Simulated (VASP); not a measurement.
# Ge3Pd (Pm-3m) in VASP: notebook

The runs below take Ge3Pd through single point, with PBEsol+U.

Program: VASP 6.6.1. These are calculated values, not measurements. Logs are shortened: lines on timing, memory, paths and dates and some standing lists are left out, and cuts for length are marked.

### Step 1. The cell of the first run

Symmetry: Pm-3m, No. 221, cubic system. The conventional cell has a = 4.142 Å, b = 4.142 Å, c = 4.142 Å, α = 90.00°, β = 90.00°, γ = 90.00°. Within 3.9 Å of Pd (site symmetry m-3m) lie 12 Ge at 2.93 Å. Within 3.9 Å of Ge (site symmetry 4/mmm) lie 4 Pd at 2.93 Å and 8 Ge at 2.93 Å.

### Step 2. Single point, PBEsol+U

INCAR

```
SYSTEM = Ge3Pd
ALGO = Normal
EDIFF = 1E-7
ENCUT = 520
GGA = PS
ISIF = 2
ISMEAR = -1
LASPH = .True.
LCHARG = .False.
LDAU = .True.
LDAUJ = 0 0
LDAUL = 2 -1
LDAUPRINT = 1
LDAUTYPE = 2
LDAUU = 5 0
LMAXMIX = 4
LREAL = .False.
LWAVE = .False.
NBANDS = 34
NELM = 150
PREC = Accurate
SIGMA = 0.05
```

KPOINTS

```
k-points
0
Gamma
  7 7 7
  0 0 0
```

POSCAR

```
Ge3Pd
1.0
    4.1420230000      0.0000000000      0.0000000000
    0.0000000000      4.1420230000      0.0000000000
    0.0000000000      0.0000000000      4.1420230000
Pd Ge
1 3
Direct
    0.0000000000      0.0000000000      0.0000000000
    0.5000000000      0.5000000000      0.0000000000
    0.5000000000      0.0000000000      0.5000000000
    0.0000000000      0.5000000000      0.5000000000
```

Potentials or basis: VASP PAW PBE potentials, release 64 (Pd, Ge_d).

On the command line:

```
$ cat potpaw_PBE.64/Pd/POTCAR potpaw_PBE.64/Ge_d/POTCAR > POTCAR
$ mpirun -np 1 vasp_std > vasp.out
```

OUTCAR:

```text
SYSTEM = Ge3Pd
   EDIFF = 1E-7
   ENCUT = 520
   GGA = PS
   ISIF = 2
   ISMEAR = -1
   LASPH = .True.
   LREAL = .False.
   NELM = 150
   PREC = Accurate

 ion  position               nearest neighbor table
   1  0.000  0.000  0.000-   2 2.93   3 2.93   4 2.93   3 2.93   4 2.93   2 2.93   4 2.93   4 2.93
                             2 2.93   3 2.93   3 2.93   2 2.93
   2  0.500  0.500  0.000-   1 2.93   1 2.93   1 2.93   1 2.93
   3  0.500  0.000  0.500-   1 2.93   1 2.93   1 2.93   1 2.93
   4  0.000  0.500  0.500-   1 2.93   1 2.93   1 2.93   1 2.93

  LATTYP: Found a simple cubic cell.
 ALAT       =     4.1420230000

  Lattice vectors:

 A1 = (   4.1420230000,   0.0000000000,   0.0000000000)
 A2 = (   0.0000000000,   4.1420230000,   0.0000000000)
 A3 = (   0.0000000000,   0.0000000000,   4.1420230000)

Analysis of symmetry for initial positions (statically):
=====================================================================
 Subroutine PRICEL returns:
 Original cell was already a primitive cell.

 Routine SETGRP: Setting up the symmetry group for a
 simple cubic supercell.

 Subroutine GETGRP returns: Found 48 space group operations
 (whereof 48 operations were pure point group operations)
 out of a pool of 48 trial point group operations.

The static configuration has the point symmetry O_h .

Analysis of symmetry for dynamics (positions and initial velocities):
=====================================================================
 Subroutine PRICEL returns:
 Original cell was already a primitive cell.

 Routine SETGRP: Setting up the symmetry group for a
 simple cubic supercell.

 Subroutine GETGRP returns: Found 48 space group operations
 (whereof 48 operations were pure point group operations)
 out of a pool of 48 trial point group operations.

The dynamic configuration has the point symmetry O_h .

 Subroutine INISYM returns: Found 48 space group operations
 (whereof 48 operations are pure point group operations),
 and found     1 'primitive' translations

----------------------------------------------------------------------------------------

                                     Primitive cell

  volume of cell :      71.0620

  direct lattice vectors                    reciprocal lattice vectors
     4.142023000  0.000000000  0.000000000     0.241427921  0.000000000  0.000000000
     0.000000000  4.142023000  0.000000000     0.000000000  0.241427921  0.000000000
     0.000000000  0.000000000  4.142023000     0.000000000  0.000000000  0.241427921

  length of vectors
     4.142023000  4.142023000  4.142023000     0.241427921  0.241427921  0.241427921

  position of ions in fractional coordinates (direct lattice)
     0.000000000  0.000000000  0.000000000
     0.500000000  0.500000000  0.000000000
     0.500000000  0.000000000  0.500000000
     0.000000000  0.500000000  0.500000000

  ion indices of the primitive-cell ions
   primitive index   ion index
                 1           1
                 2           2
                 3           3
                 4           4

----------------------------------------------------------------------------------------

 KPOINTS: k-points

Automatic generation of k-mesh.
 Grid dimensions read from file:
 generate k-points for:    7    7    7

 Generating k-lattice:

  Cartesian coordinates                     Fractional coordinates (reciprocal lattice)
     0.034489703  0.000000000  0.000000000     0.142857143  0.000000000  0.000000000
     0.000000000  0.034489703  0.000000000     0.000000000  0.142857143  0.000000000
     0.000000000  0.000000000  0.034489703     0.000000000  0.000000000  0.142857143

  Length of vectors
     0.034489703  0.034489703  0.034489703

  Shift w.r.t. Gamma in fractional coordinates (k-lattice)
     0.000000000  0.000000000  0.000000000

 Subroutine IBZKPT returns following result:
 ===========================================

 Found     20 irreducible k-points:

 Following reciprocal coordinates:
            Coordinates               Weight
  0.000000  0.000000  0.000000      1.000000
  0.142857  0.000000  0.000000      6.000000
  0.285714  0.000000  0.000000      6.000000
  0.428571  0.000000  0.000000      6.000000
  0.142857  0.142857  0.000000     12.000000
  0.285714  0.142857  0.000000     24.000000
[... 12 lines left out ...]
  0.428571  0.428571  0.285714     24.000000
  0.428571  0.428571  0.428571      8.000000
   k-points           NKPTS =     20   k-points in BZ     NKDIM =     20   number of bands    NBANDS=     34
   number of dos      NEDOS =    301   number of ions     NIONS =      4
   total plane-waves  NPLWV =  32768
   dimension x,y,z NGX =    32 NGY =   32 NGZ =   32
   dimension x,y,z NGXF=    64 NGYF=   64 NGZF=   64
   ions per type =               1   3
   NGX,Y,Z   is equivalent  to a cutoff of  12.84, 12.84, 12.84 a.u.
   NGXF,Y,Z  is equivalent  to a cutoff of  25.69, 25.69, 25.69 a.u.
 SYSTEM =  Ge3Pd
   PREC   = accura    normal or accurate (medium, high low for compatibility)
   ISTART =      0    job   : 0-new  1-cont  2-samecut
   ICHARG =      2    charge: 1-file 2-atom 10-const
   ISPIN  =      1    spin polarized calculation?
   LNONCOLLINEAR =      F non collinear calculations
   LSORBIT =      F    spin-orbit coupling
   LASPH  =      T    aspherical Exc in radial PAW
   ENCUT  =  520.0 eV  38.22 Ry    6.18 a.u.   7.70  7.70  7.70*2*pi/ulx,y,z
   NELM   =    150;   NELMIN=  2; NELMDL= -5     # of ELM steps
   EDIFF  = 0.1E-06   stopping-criterion for ELM
   LREAL  =      F    real-space projection
   EDIFFG = 0.1E-05   stopping-criterion for IOM
   NSW    =      0    number of steps for IOM
   IBRION =     -1    ionic relax: 0-MD 1-quasi-New 2-CG
   NFREE  =      0    steps in history (QN), initial steepest desc. (CG)
   ISIF   =      2    stress and relaxation
   ISYM   =      2    0-nonsym 1-usesym 2-fastsym
   POTIM  = 0.5000    time-step for ionic-motion
   TEBEG  =    0.0;   TEEND  =   0.0 temperature during run
   PSTRESS=    0.0 pullay stress
   NELECT =      52.0000    total number of electrons
   NUPDOWN=      -1.0000    fix difference up-down
   EMIN   =  10.00;   EMAX   =-10.00  energy-range for DOS
   EFERMI =   0.00;   METHOD = LEGACY
   ISMEAR =    -1;   SIGMA  =   0.05  broadening in eV -4-tet -1-fermi 0-gaus
   EFERMI_NEDOS =   21; number of points for ismear=-14 and -15
   IALGO  =     38    algorithm
   IMIX   =      4    mixing-type and parameters
     AMIX     =   0.40;   BMIX     =  1.00
     AMIX_MAG =   1.60;   BMIX_MAG =  1.00
  volume/ion in A,a.u.               =      17.77       119.89
  Fermi-wavevector in a.u.,A,eV,Ry     =   1.475243  2.787804 29.610913  2.176341
  Thomas-Fermi vector in A             =   2.589916
   LORBIT       =      0    0 simple, 1 ext, 2 COOP (PROOUT), +10 PAW based schemes
 LDA+U is selected, type is set to LDAUTYPE =  2
   angular momentum for each species LDAUL =     2   -1
   U (eV)           for each species LDAUU =   5.0  0.0
   J (eV)           for each species LDAUJ =   0.0  0.0
   GGA     = PS    functional components
   LHFCALC =     F    Hartree Fock is set to
   AEXX    =    0.0000 exact exchange contribution
   IVDW    =     0    specifies the selected vdW correction
   LEPSILON=     F    determine dielectric tensor
   LRPA    =     F    only Hartree local field effects (RPA)
 non-spin polarized calculation
  energy-cutoff  :      520.00
  volume of cell :       71.06
 maximum number of plane-waves:      1935
 NGX is ok and might be reduce to    32
   NGX = 15   NGY = 15   NGZ = 15

atom =   1  type =  1  l = 2

 onsite density matrix

spin component  1

  0.9228 -0.0000  0.0000  0.0000 -0.0000
 -0.0000  0.9228 -0.0000 -0.0000 -0.0000
  0.0000 -0.0000  0.9289 -0.0000  0.0000
  0.0000 -0.0000 -0.0000  0.9228  0.0000
 -0.0000 -0.0000  0.0000  0.0000  0.9289

spin component  2

  0.9228 -0.0000  0.0000  0.0000 -0.0000
 -0.0000  0.9228 -0.0000 -0.0000 -0.0000
  0.0000 -0.0000  0.9289 -0.0000  0.0000
  0.0000 -0.0000 -0.0000  0.9228  0.0000
 -0.0000 -0.0000  0.0000  0.0000  0.9289

 occupancies and eigenvectors

  o =  0.9228  v =  1.0000  0.0000  0.0000  0.0000  0.0000  0.0000  0.0000  0.0000  0.0000  0.0000      0.0000  0.0000  0.0000  0.0000  0.0000  0.0000  0.0000  0.0000  0.0000  0.0000
  o =  0.9228  v =  0.0000  0.0000  0.0000  0.0000  0.0000  1.0000  0.0000  0.0000  0.0000  0.0000      0.0000  0.0000  0.0000  0.0000  0.0000  0.0000  0.0000  0.0000  0.0000  0.0000
  o =  0.9228  v =  0.0000  0.9270 -0.0000 -0.3751  0.0000  0.0000  0.0000  0.0000  0.0000  0.0000      0.0000  0.0000  0.0000  0.0000  0.0000  0.0000  0.0000  0.0000  0.0000  0.0000
  o =  0.9228  v =  0.0000  0.0000  0.0000  0.0000  0.0000  0.0000  0.9270 -0.0000 -0.3751  0.0000      0.0000  0.0000  0.0000  0.0000  0.0000  0.0000  0.0000  0.0000  0.0000  0.0000
  o =  0.9228  v =  0.0000  0.3751  0.0000  0.9270  0.0000  0.0000  0.0000  0.0000  0.0000  0.0000      0.0000  0.0000  0.0000  0.0000  0.0000  0.0000  0.0000  0.0000  0.0000  0.0000
  o =  0.9228  v =  0.0000  0.0000  0.0000  0.0000  0.0000  0.0000  0.3751  0.0000  0.9270  0.0000      0.0000  0.0000  0.0000  0.0000  0.0000  0.0000  0.0000  0.0000  0.0000  0.0000
  o =  0.9289  v =  0.0000  0.0000  0.8269 -0.0000  0.5623  0.0000  0.0000  0.0000  0.0000  0.0000      0.0000  0.0000  0.0000  0.0000  0.0000  0.0000  0.0000  0.0000  0.0000  0.0000
  o =  0.9289  v =  0.0000  0.0000  0.0000  0.0000  0.0000  0.0000  0.0000  0.8269 -0.0000  0.5623      0.0000  0.0000  0.0000  0.0000  0.0000  0.0000  0.0000  0.0000  0.0000  0.0000
  o =  0.9289  v =  0.0000  0.0000  0.0000  0.0000  0.0000  0.0000 -0.0000 -0.5623 -0.0000  0.8269      0.0000  0.0000  0.0000  0.0000  0.0000  0.0000  0.0000  0.0000  0.0000  0.0000
  o =  0.9289  v =  0.0000 -0.0000 -0.5623 -0.0000  0.8269  0.0000  0.0000  0.0000  0.0000  0.0000      0.0000  0.0000  0.0000  0.0000  0.0000  0.0000  0.0000  0.0000  0.0000  0.0000

 number of electron      52.0000056 magnetization

 Free energy of the ion-electron system (eV)
  ---------------------------------------------------
  ext. energy  EPLUGINS =         0.00000000
  ---------------------------------------------------
  free energy    TOTEN  =       -18.17902934 eV

  energy without entropy =      -18.16523134  energy(sigma->0) =      -18.17213034

 E-fermi :   7.1321     XC(G=0): -11.8283

 val. band max:        7.0559291368   @ k =   0.4286   0.4286   0.1429
 cond. band min:       7.1981751938   @ k =   0.4286   0.4286   0.1429
 fundamental gap:      0.1422460570
 Fermi energy:         7.1320805642

 k-point     1 :       0.0000    0.0000    0.0000
  band No.  band energies     occupation
      1     -17.5343      2.00000
      2     -17.5343      2.00000
      3     -17.5343      2.00000
      4     -17.5214      2.00000
      5     -17.4737      2.00000
      6     -17.4737      2.00000
[... 26 lines left out ...]
     33      12.9356      0.00000
     34      16.1136      0.00000

 k-point     2 :       0.1429    0.0000    0.0000
  band No.  band energies     occupation
      1     -17.5331      2.00000
      2     -17.5264      2.00000
      3     -17.5264      2.00000
      4     -17.5161      2.00000
      5     -17.4728      2.00000
      6     -17.4691      2.00000
[... 26 lines left out ...]
     33      12.3968      0.00000
     34      16.1363      0.00000

 k-point     3 :       0.2857    0.0000    0.0000
  band No.  band energies     occupation
      1     -17.5303      2.00000
      2     -17.5040      2.00000
      3     -17.5040      2.00000
      4     -17.5021      2.00000
      5     -17.4708      2.00000
      6     -17.4568      2.00000
[... 26 lines left out ...]
     33      12.4138      0.00000
     34      16.1939      0.00000
[... 556 lines left out ...]
 k-point    19 :       0.4286    0.4286    0.2857
  band No.  band energies     occupation
      1     -17.4946      2.00000
      2     -17.4872      2.00000
      3     -17.4852      2.00000
      4     -17.4820      2.00000
      5     -17.4729      2.00000
      6     -17.4708      2.00000
[... 26 lines left out ...]
     33      14.6800      0.00000
     34      17.5906      0.00000

 k-point    20 :       0.4286    0.4286    0.4286
  band No.  band energies     occupation
      1     -17.4953      2.00000
      2     -17.4900      2.00000
      3     -17.4900      2.00000
      4     -17.4828      2.00000
      5     -17.4828      2.00000
      6     -17.4780      2.00000
[... 26 lines left out ...]
     33      14.7127      0.00000
     34      18.9650      0.00000

------------------------ aborting loop because EDIFF is reached ----------------------------------------

  FORCE on cell =-STRESS in cart. coord.  units (eV):
  Direction    XX          YY          ZZ          XY          YZ          ZX
  --------------------------------------------------------------------------------------
  -------------------------------------------------------------------------------------
  Total       -2.8876670     -2.8876670     -2.8876670      0.0000000     -0.0000000      0.0000000
  in kB      -65.1058750    -65.1058750    -65.1058750      0.0000000     -0.0000000      0.0000000
  external PRESSURE =     -65.1058750 kB  Pullay stress =       0.0000000 kB

 VOLUME and BASIS-vectors are now :
 -----------------------------------------------------------------------------
  energy-cutoff  :      520.00
  volume of cell :       71.06
      direct lattice vectors                 reciprocal lattice vectors
     4.142023000  0.000000000  0.000000000     0.241427921  0.000000000  0.000000000
     0.000000000  4.142023000  0.000000000     0.000000000  0.241427921  0.000000000
     0.000000000  0.000000000  4.142023000     0.000000000  0.000000000  0.241427921

 POSITION                                       TOTAL-FORCE (eV/Angst)
 -----------------------------------------------------------------------------------
      0.00000      0.00000      0.00000         0.000000      0.000000      0.000000
      2.07101      2.07101      0.00000         0.000000      0.000000      0.000000
      2.07101      0.00000      2.07101         0.000000      0.000000      0.000000
      0.00000      2.07101      2.07101         0.000000      0.000000      0.000000
 -----------------------------------------------------------------------------------
    total drift:                                0.000000     -0.000000     -0.000000

  FREE ENERGIE OF THE ION-ELECTRON SYSTEM (eV)
  ---------------------------------------------------
  free  energy   TOTEN  =       -18.1790293403 eV

  energy  without entropy=      -18.1652313376  energy(sigma->0) =      -18.17213034
```

It took 27 s on 1 thread of AMD EPYC 9R14 (Zen 4), shared host; peak memory 0.17 GiB.

What came out:

| Item | Value |
| --- | --- |
| Free energy | -18.1790 eV |
| Pressure | -6.5 GPa |
| Band gap on the k mesh | zero (band 26 reaches 7.33 eV, above the bottom of band 27 at 5.14 eV) |

Levels at points of the mesh, in eV from the Fermi level:
| k point | band 23 | band 24 | band 25 | band 26 | band 27 | band 28 | band 29 | band 30 |
| --- | --- | --- | --- | --- | --- | --- | --- | --- |
| (0.00, 0.00, 0.00) | -3.32 | -3.32 | -2.17 | -2.17 | 1.21 | 3.13 | 3.13 | 3.13 |

Eigenvalues of the final occupation matrices:
```tsv
site	spin	trace	eigenvalues
site 1 d	1	4.63	0.92 0.92 0.92 0.93 0.93
site 1 d	2	4.63	0.92 0.92 0.92 0.93 0.93
```

Caveat: the PAW data sets were made with another functional, which shifts forces and pressure a little; U without spin polarisation on a metal has little footing; the U is typed as a test and isn't derived for this compound.

### Step 3. Single point, PBEsol+U

INCAR

```
SYSTEM = Ge3Pd
PREC = Accurate
ENCUT = 520
EDIFF = 1E-6
ISMEAR = -1
SIGMA = 0.05
LREAL = .FALSE.
LASPH = .TRUE.
NELM = 150
ALGO = Normal
ISIF = 2
LWAVE = .FALSE.
LCHARG = .TRUE.
LMAXMIX = 4
LDAU = .TRUE.
LDAUTYPE = 2
LDAUL = 2 -1
LDAUU = 6 0
LDAUJ = 0 0
LDAUPRINT = 1
GGA = PS
LELF = .TRUE.
LVHAR = .TRUE.
NBANDS = 34
```

KPOINTS

```
regular mesh
0
G
  7 7 7
  0 0 0
```

POSCAR is that of step 2.

Potentials or basis: VASP PAW PBE potentials, release 64 (Pd, Ge_d).

On the command line:

```
$ cat potpaw_PBE.64/Pd/POTCAR potpaw_PBE.64/Ge_d/POTCAR > POTCAR
$ mpirun -np 1 vasp_std > vasp.out
```

Run time: 26 s. Hardware: 1 thread of AMD EPYC 9R14 (Zen 4), shared host; peak memory 0.16 GiB.

The run converged. Its results:

```yaml
Free_energy: -17.8690 eV
Pressure: -7.0 GPa
Band_gap_on_the_k_mesh: zero (band 26 reaches 7.31 eV, above the bottom of band 27 at 4.91 eV)
```

Levels at points of the mesh, in eV from the Fermi level:
```csv
k point,band 22,band 23,band 24,band 25,band 26,band 27,band 28,band 29,band 30,band 31
"(0.00, 0.00, 0.00)",-3.28,-3.28,-3.28,-2.34,-2.34,1.30,3.17,3.17,3.17,5.85
```

Eigenvalues of the final occupation matrices:
```tsv
site	spin	trace	eigenvalues
site 1 d	1	4.71	0.94 0.94 0.94 0.94 0.94
site 1 d	2	4.71	0.94 0.94 0.94 0.94 0.94
```

Caveat: the PAW data sets were made with another functional, which shifts forces and pressure a little; U without spin polarisation on a metal has little footing; the U is typed as a test and isn't derived for this compound.

### Step 4. Single point, PBEsol+U

INCAR

```
PREC = Accurate
ENCUT = 520
EDIFF = 1E-6
ISMEAR = -1
SIGMA = 0.05
LREAL = False
LASPH = True
NELM = 150
ALGO = Normal
ISIF = 2
LWAVE = False
LCHARG = True
LMAXMIX = 4
LDAU = True
LDAUTYPE = 2
LDAUL = 2 -1
LDAUU = 8 0
LDAUJ = 0 0
LDAUPRINT = 1
GGA = PS
LELF = True
LVHAR = True
NBANDS = 34
```

KPOINTS

```
regular mesh
0
Gamma
  7 7 7
```

POSCAR is that of step 3.

On the command line:

```
$ cat potpaw_PBE.64/Pd/POTCAR potpaw_PBE.64/Ge_d/POTCAR > POTCAR
$ mpirun -np 1 vasp_std > vasp.out
```

It took 24 s on 1 thread of AMD EPYC 9R14 (Zen 4), shared host; peak memory 0.17 GiB.

It converged, with:

* Free energy: -17.5157 eV
* Pressure: -8.3 GPa
* Band gap on the k mesh: zero (band 26 reaches 7.27 eV, above the bottom of band 27 at 4.39 eV)

Levels at points of the mesh, in eV from the Fermi level:
```
           k point  band 23  band 24  band 25  band 26  band 27  band 28  band 29  band 30
(0.00, 0.00, 0.00)    -3.19    -3.19    -2.77    -2.77     1.51     3.25     3.25     3.25
```

Eigenvalues of the final occupation matrices:
| site | spin | trace | eigenvalues |
| --- | --- | --- | --- |
| site 1 d | 1 | 4.93 | 0.99 0.99 0.99 0.99 0.99 |
| site 1 d | 2 | 4.93 | 0.99 0.99 0.99 0.99 0.99 |

Caveat: the PAW data sets were made with another functional, which shifts forces and pressure a little; U without spin polarisation on a metal has little footing; the U is typed as a test and isn't derived for this compound.

### Step 5. The runs side by side

```tsv
U	gap on the mesh (eV)	pressure (GPa)
Pd d U = 5.0 eV	none	-6.5
Pd d U = 6.0 eV	none	-7.0
Pd d U = 8.0 eV	none	-8.3
```

Alike in all rows: task single point; level PBEsol+U; potentials or basis VASP PAW PBE potentials, release 64 (Pd, Ge_d); no spin polarisation; cell as given; k mesh 7 × 7 × 7; cutoff (eV) 520; smearing fermi-dirac 0.05 eV.

Every run on the cell as given and a fine mesh finds a metal.

Caveats: the PAW data sets were made with another functional, which shifts forces and pressure a little; U without spin polarisation on a metal has little footing; the U is typed as a test and isn't derived for this compound.

Absolute energies hang on the potentials; compare differences alone.
